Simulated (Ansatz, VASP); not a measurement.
**Fe5Pt in VASP and in Ansatz**

```
CELL_PARAMETERS angstrom
2.54495 0.00000 0.00000
-1.27247 2.20399 0.00000
0.00000 0.00000 12.97050
ATOMIC_POSITIONS crystal
Fe 0.33333 0.66667 0.66667
Fe 0.33333 0.66667 0.00000
Fe 0.33333 0.66667 0.33333
Fe 0.66667 0.33333 0.83333
Fe 0.66667 0.33333 0.16667
Pt 0.66667 0.33333 0.50000
```

Alike in both runs: task relaxation of cell and atoms; functional PBE; k mesh 6 × 6 × 2; occupations gaussian, width 0.1 eV; collinear spin.

|  | VASP | Ansatz |
| --- | --- | --- |
| version | VASP 6.6.1 | Ansatz 0.2.0 |
| potentials or method | VASP PAW PBE potentials, release 64 (Fe, Pt), cutoff 600 eV | scalar-relativistic, plane waves, PAW |
| valence electrons in the cell | 50 | 98 |

```tsv
	VASP	Ansatz	Ansatz less VASP
gap on the k mesh at the Fermi level, each at its own relaxed structure (eV)	none	none	-
net moment per atom (μB)	0.34	0.33	-0.005
size of the moment on the site where the two differ most (μB)	1.64	1.60	-0.033
relaxed volume (Å³/atom)	12.12	12.13	+0.011
relaxed cell length with the largest relative difference (Å)	12.515	12.527	+0.0127
```

Site moments also hang on the region over which each program counts them. A gap of «none» marks a metal or a gap that the smearing closes. VASP's potentials hold 50 valence electrons a cell and Ansatz's 98, so a difference there can come from the potentials and not from the codes.

The k mesh is coarse, so the values compare programs but aren't converged. Neither program's run includes spin-orbit coupling.
